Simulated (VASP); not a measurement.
# Ni in VASP: single point with PBEsol

Aim: the single point of Ni with PBEsol.

Program: VASP 6.6.1. These are calculated values, not measurements. Logs are shortened: lines on timing, memory, paths and dates and some standing lists are left out, and cuts for length are marked.

## Step 1: The cell of the first run

The cell holds a slab with vacuum, 7 atoms: a = 2.450 Å, b = 2.450 Å, c = 28.001 Å, α = 90.00°, β = 90.00°, γ = 120.00°.

## Step 2: Single point, PBEsol, collinear spin, ferromagnetic start

The input, POSCAR:

```
Ni
1.0
    2.4497650193      0.0000000000      0.0000000000
   -1.2248825097      2.1215587400      0.0000000000
    0.0000000000      0.0000000000     28.0013000000
Ni
7
Direct
    0.0000000000      0.0000000000      0.2857001536
    0.3333333340      0.6666666660      0.3571334356
    0.6666666670      0.3333333330      0.4285667176
    0.0000000000      0.0000000000      0.4999999997
    0.3333333340      0.6666666660      0.5714332824
    0.6666666670      0.3333333330      0.6428665644
    0.0000000000      0.0000000000      0.7142998464
```

The input, INCAR.step1:

```
SYSTEM = Ni
PREC     = Accurate       ! precision mode
ENCUT    = 520            ! plane-wave cutoff, eV
EDIFF    = 1E-7           ! SCF threshold, eV
ISMEAR   = -1             ! smearing method
SIGMA    = 0.1            ! smearing width, eV
LREAL    = .False.        ! projectors in reciprocal space
LASPH    = .True.         ! aspherical terms in the spheres
NELM     = 150            ! most SCF steps
ALGO     = Normal         ! electronic algorithm
ISIF     = 2              ! what is computed and relaxed
LWAVE    = .False.        ! write WAVECAR
LCHARG   = .True.         ! write CHGCAR
ISPIN    = 2              ! spin polarisation
MAGMOM   = 1 1 1 1 1 1 1  ! initial moments
LMAXMIX  = 4              ! l up to which the mixer works
LDIPOL   = .True.       
IDIPOL   = 3            
DIPOL    = 0.5 0.5 0.500
GGA      = PS             ! functional
NBANDS   = 48             ! bands
KPAR     = 4
```

The input, KPOINTS.step1:

```
Automatic mesh
0
Gamma
  15 15 1
  0 0 0
```

The input, INCAR.step2:

```
SYSTEM = Ni
PREC     = Accurate       ! precision mode
ENCUT    = 520            ! plane-wave cutoff, eV
EDIFF    = 1E-7           ! SCF threshold, eV
ISMEAR   = -5             ! smearing method
SIGMA    = 0.1            ! smearing width, eV
LREAL    = .False.        ! projectors in reciprocal space
LASPH    = .True.         ! aspherical terms in the spheres
NELM     = 150            ! most SCF steps
ALGO     = Normal         ! electronic algorithm
ISIF     = 2              ! what is computed and relaxed
LWAVE    = .False.        ! write WAVECAR
LCHARG   = .False.        ! write CHGCAR
ISPIN    = 2              ! spin polarisation
MAGMOM   = 1 1 1 1 1 1 1  ! initial moments
LORBIT   = 11             ! projections on sites
LMAXMIX  = 4              ! l up to which the mixer works
LDIPOL   = .True.       
IDIPOL   = 3            
DIPOL    = 0.5 0.5 0.500
GGA      = PS             ! functional
NBANDS   = 48             ! bands
NEDOS    = 1001           ! points of the DOS
ICHARG   = 11             ! starting density
KPAR     = 4
```

The input, KPOINTS.step2:

```
Automatic mesh
0
Gamma
  23 23 1
  0 0 0
```

Potentials or basis: VASP PAW PBE potentials, release 64 (Ni).

On the command line:

```console
$ cat potpaw_PBE.64/Ni/POTCAR > POTCAR
$ cp INCAR.step1 INCAR
$ cp KPOINTS.step1 KPOINTS
$ mpirun -np 4 vasp_std > vasp.out
$ cp INCAR.step2 INCAR
$ cp KPOINTS.step2 KPOINTS
$ mpirun -np 4 vasp_std > vasp.out
```

OUTCAR:

```text
SYSTEM = Ni
   PREC = Accurate
   ENCUT = 520
   EDIFF = 1E-7
   ISMEAR = -5
   LREAL = .False.
   LASPH = .True.
   NELM = 150
   ISIF = 2
   ISPIN = 2
   LORBIT = 11
   GGA = PS
   ICHARG = 11

 ion  position               nearest neighbor table
   1  0.000  0.000  0.286-   2 2.45   2 2.45   2 2.45
   2  0.333  0.667  0.357-   1 2.45   1 2.45   3 2.45   3 2.45   3 2.45   1 2.45
   3  0.667  0.333  0.429-   2 2.45   2 2.45   2 2.45   4 2.45   4 2.45   4 2.45
   4  0.000  0.000  0.500-   3 2.45   3 2.45   3 2.45   5 2.45   5 2.45   5 2.45
   5  0.333  0.667  0.571-   6 2.45   6 2.45   6 2.45   4 2.45   4 2.45   4 2.45
   6  0.667  0.333  0.643-   5 2.45   7 2.45   5 2.45   7 2.45   5 2.45   7 2.45
   7  0.000  0.000  0.714-   6 2.45   6 2.45   6 2.45

  LATTYP: Found a hexagonal cell.
 ALAT       =     2.4497650193
 C/A-ratio  =    11.4301983167

  Lattice vectors:

 A1 = (   2.4497650193,   0.0000000000,   0.0000000000)
 A2 = (  -1.2248825097,   2.1215587400,   0.0000000000)
 A3 = (   0.0000000000,   0.0000000000,  28.0013000000)

Analysis of symmetry for initial positions (statically):
=====================================================================
 Subroutine PRICEL returns:
 Original cell was already a primitive cell.

 Routine SETGRP: Setting up the symmetry group for a
 hexagonal supercell.

 Subroutine GETGRP returns: Found 12 space group operations
 (whereof 12 operations were pure point group operations)
 out of a pool of 24 trial point group operations.

The static configuration has the point symmetry D_3d.

Analysis of symmetry for dynamics (positions and initial velocities):
=====================================================================
 Subroutine PRICEL returns:
 Original cell was already a primitive cell.

 Routine SETGRP: Setting up the symmetry group for a
 hexagonal supercell.

 Subroutine GETGRP returns: Found 12 space group operations
 (whereof 12 operations were pure point group operations)
 out of a pool of 24 trial point group operations.

The dynamic configuration has the point symmetry D_3d.

Analysis of structural, dynamic, and magnetic symmetry:
=====================================================================
 Subroutine PRICEL returns:
 Original cell was already a primitive cell.

 Routine SETGRP: Setting up the symmetry group for a
 hexagonal supercell.

 Subroutine GETGRP returns: Found 12 space group operations
 (whereof 12 operations were pure point group operations)
 out of a pool of 24 trial point group operations.

The overall configuration has the point symmetry D_3d.

 Subroutine INISYM returns: Found 12 space group operations
 (whereof 12 operations are pure point group operations),
 and found     1 'primitive' translations

----------------------------------------------------------------------------------------

                                     Primitive cell

  volume of cell :     145.5317

  direct lattice vectors                    reciprocal lattice vectors
     2.449765019  0.000000000  0.000000000     0.408202416  0.235675775  0.000000000
    -1.224882510  2.121558740  0.000000000     0.000000000  0.471351550  0.000000000
     0.000000000  0.000000000 28.001300000     0.000000000  0.000000000  0.035712628

  length of vectors
     2.449765019  2.449765019 28.001300000     0.471351550  0.471351550  0.035712628

  position of ions in fractional coordinates (direct lattice)
     0.000000000  0.000000000  0.285700154
     0.333333334  0.666666666  0.357133436
     0.666666667  0.333333333  0.428566718
     0.000000000  0.000000000  0.500000000
     0.333333334  0.666666666  0.571433282
     0.666666667  0.333333333  0.642866564
     0.000000000  0.000000000  0.714299846

  ion indices of the primitive-cell ions
   primitive index   ion index
                 1           1
                 2           2
                 3           3
                 4           4
                 5           5
                 6           6
                 7           7

----------------------------------------------------------------------------------------

 KPOINTS: Automatic mesh

Automatic generation of k-mesh.
 Grid dimensions read from file:
 generate k-points for:   23   23    1

 Generating k-lattice:

[... 45 lines left out ...]
   k-points           NKPTS =     56   k-points in BZ     NKDIM =     56   number of bands    NBANDS=     48
   number of dos      NEDOS =   1001   number of ions     NIONS =      7
   total plane-waves  NPLWV =  68040
   dimension x,y,z NGX =    18 NGY =   18 NGZ =  210
   dimension x,y,z NGXF=    36 NGYF=   36 NGZF=  420
   ions per type =               7
   NGX,Y,Z   is equivalent  to a cutoff of  12.22, 12.22, 12.47 a.u.
   NGXF,Y,Z  is equivalent  to a cutoff of  24.43, 24.43, 24.94 a.u.
 SYSTEM =  Ni
   PREC   = accura    normal or accurate (medium, high low for compatibility)
   ISTART =      0    job   : 0-new  1-cont  2-samecut
   ICHARG =     11    charge: 1-file 2-atom 10-const
   ISPIN  =      2    spin polarized calculation?
   LNONCOLLINEAR =      F non collinear calculations
   LSORBIT =      F    spin-orbit coupling
   LASPH  =      T    aspherical Exc in radial PAW
   ENCUT  =  520.0 eV  38.22 Ry    6.18 a.u.   4.55  4.55 52.06*2*pi/ulx,y,z
   NELM   =    150;   NELMIN=  2; NELMDL=  0     # of ELM steps
   EDIFF  = 0.1E-06   stopping-criterion for ELM
   LREAL  =      F    real-space projection
   EDIFFG = 0.1E-05   stopping-criterion for IOM
   NSW    =      0    number of steps for IOM
   IBRION =     -1    ionic relax: 0-MD 1-quasi-New 2-CG
   NFREE  =      0    steps in history (QN), initial steepest desc. (CG)
   ISIF   =      2    stress and relaxation
   ISYM   =      2    0-nonsym 1-usesym 2-fastsym
   POTIM  = 0.5000    time-step for ionic-motion
   TEBEG  =    0.0;   TEEND  =   0.0 temperature during run
   PSTRESS=    0.0 pullay stress
   NELECT =      70.0000    total number of electrons
   NUPDOWN=      -1.0000    fix difference up-down
   EMIN   =  10.00;   EMAX   =-10.00  energy-range for DOS
   EFERMI =   0.00;   METHOD = LEGACY
   ISMEAR =    -5;   SIGMA  =   0.10  broadening in eV -4-tet -1-fermi 0-gaus
   EFERMI_NEDOS =   21; number of points for ismear=-14 and -15
   IALGO  =     38    algorithm
   IMIX   =      4    mixing-type and parameters
     AMIX     =   0.40;   BMIX     =  1.00
     AMIX_MAG =   1.60;   BMIX_MAG =  1.00
  volume/ion in A,a.u.               =      20.79       140.30
  Fermi-wavevector in a.u.,A,eV,Ry     =   1.282690  2.423932 22.385569  1.645293
  Thomas-Fermi vector in A             =   2.414986
   LORBIT       =     11    0 simple, 1 ext, 2 COOP (PROOUT), +10 PAW based schemes
   GGA     = PS    functional components
   LHFCALC =     F    Hartree Fock is set to
   AEXX    =    0.0000 exact exchange contribution
   IVDW    =     0    specifies the selected vdW correction
   LEPSILON=     F    determine dielectric tensor
   LRPA    =     F    only Hartree local field effects (RPA)
 spin polarized calculation
 Fermi weights with tetrahedron method with Bloechl corrections
  energy-cutoff  :      520.00
  volume of cell :      145.53
 maximum number of plane-waves:      3982

 number of electron      69.9999945 magnetization       4.4581649

 dipolmoment           0.000000      0.000000     -0.000000 electrons x Angstroem

 Free energy of the ion-electron system (eV)
  ---------------------------------------------------
  ext. energy  EPLUGINS =         0.00000000
  ---------------------------------------------------
  free energy    TOTEN  =       -41.45052065 eV

  energy without entropy =      -41.45052065  energy(sigma->0) =      -41.45052065

 E-fermi :   2.3776     XC(G=0):  -7.5181

 val. band max:        2.3853170030   @ k =   0.3913   0.0435   0.0000
 cond. band min:       2.3733399623   @ k =   0.0435   0.0000   0.0000
 fundamental gap:     -0.0119770407
 Fermi energy:         2.3776427832

 spin component 1

 k-point     1 :       0.0000    0.0000    0.0000
  band No.  band energies     occupation
      1      -6.8329      1.00000
      2      -6.2970      1.00000
      3      -5.4533      1.00000
      4      -4.4291      1.00000
      5      -3.4542      1.00000
      6      -2.8841      1.00000
[... 1189 lines left out ...]
     46       8.9532      0.00000
     47      10.0306      0.00000

 [... further k-points ...]

 spin component 2

 k-point     1 :       0.0000    0.0000    0.0000
  band No.  band energies     occupation
      1      -6.8385      1.00000
      2      -6.3011      1.00000
      3      -5.4510      1.00000
      4      -4.4008      1.00000
      5      -3.3409      1.00000
      6      -2.6081      1.00000
[... 1189 lines left out ...]
     46       9.0066      0.00000
     47      10.1844      0.00000

 [... further k-points ...]

 [bands above 47 left out]

------------------------ aborting loop because EDIFF is reached ----------------------------------------

 vacuum level on the upper side and lower side of the slab       (xc-potential included)        -0.009        -0.009

  FORCE on cell =-STRESS in cart. coord.  units (eV):
  Direction    XX          YY          ZZ          XY          YZ          ZX
  --------------------------------------------------------------------------------------
  -------------------------------------------------------------------------------------
  Total       -2.7820641     -2.7820641     -2.0455661      0.0000000      0.0000000      0.0000000
  in kB      -30.6280978    -30.6280978    -22.5198980      0.0000000      0.0000000      0.0000000
  external PRESSURE =     -27.9253645 kB  Pullay stress =       0.0000000 kB

 VOLUME and BASIS-vectors are now :
 -----------------------------------------------------------------------------
  energy-cutoff  :      520.00
  volume of cell :      145.53
      direct lattice vectors                 reciprocal lattice vectors
     2.449765019  0.000000000  0.000000000     0.408202416  0.235675775  0.000000000
    -1.224882510  2.121558740  0.000000000     0.000000000  0.471351550  0.000000000
     0.000000000  0.000000000 28.001300000     0.000000000  0.000000000  0.035712628

 POSITION                                       TOTAL-FORCE (eV/Angst)
 -----------------------------------------------------------------------------------
      0.00000      0.00000      7.99998         0.000000     -0.000000      0.156043
      0.00000      1.41437     10.00020        -0.000000     -0.000000     -0.138268
      1.22488      0.70719     12.00043        -0.000000     -0.000000     -0.041157
      0.00000      0.00000     14.00065         0.000000      0.000000     -0.000000
      0.00000      1.41437     16.00087         0.000000      0.000000      0.041157
      1.22488      0.70719     18.00110        -0.000000      0.000000      0.138268
      0.00000      0.00000     20.00132         0.000000      0.000000     -0.156043
 -----------------------------------------------------------------------------------
    total drift:                                0.000013     -0.000007     -0.000023

  FREE ENERGIE OF THE ION-ELECTRON SYSTEM (eV)
  ---------------------------------------------------
  free  energy   TOTEN  =       -41.4505206531 eV

  energy  without entropy=      -41.4505206531  energy(sigma->0) =      -41.45052065

 vacuum level on the upper side and lower side of the slab         7.582         7.582

 total charge

# of ion       s       p       d       tot
------------------------------------------
    1        0.509   0.417   8.331   9.257
    2        0.515   0.541   8.329   9.385
    3        0.521   0.544   8.322   9.387
    4        0.520   0.545   8.330   9.395
    5        0.521   0.544   8.322   9.387
    6        0.515   0.541   8.329   9.385
    7        0.509   0.417   8.331   9.257
--------------------------------------------------
tot          3.610   3.550  58.294  65.453

 magnetization (x)

# of ion       s       p       d       tot
------------------------------------------
    1       -0.005  -0.024   0.676   0.647
    2       -0.007  -0.025   0.694   0.662
    3       -0.006  -0.025   0.657   0.626
    4       -0.007  -0.025   0.645   0.614
    5       -0.006  -0.025   0.657   0.626
    6       -0.007  -0.025   0.694   0.662
    7       -0.005  -0.024   0.676   0.647
--------------------------------------------------
tot         -0.044  -0.173   4.701   4.484
```

Wall time 12 min (4 MPI ranks of Oxide Virtual Turin-like, shared host); peak memory 0.6 GiB.

Results:

- Net moment: 4.46 μB per cell
- Site moments: Ni +0.65, +0.66, +0.63, +0.61 (each value once) μB
- Valence electrons inside the program's atomic spheres: Ni 9.26, 9.38, 9.39 (each value once)

Levels at points of the mesh, in eV from the Fermi level:
Spin up:
| k point | band 34 | band 35 | band 36 | band 37 | band 38 | band 39 | band 40 | band 41 | band 42 | band 43 |
| --- | --- | --- | --- | --- | --- | --- | --- | --- | --- | --- |
| (0.00, 0.00, 0.00) | -1.09 | -1.09 | -0.85 | -0.85 | -0.68 | -0.68 | -0.60 | -0.60 | -0.30 | 0.02 |
Spin down:
```csv
k point,band 29,band 30,band 31,band 32,band 33,band 34,band 35,band 36
"(0.00, 0.00, 0.00)",-0.71,-0.70,-0.70,-0.59,-0.59,-0.40,-0.40,-0.22
```

Caveat: the PAW data sets were made with another functional, which shifts forces and pressure a little.
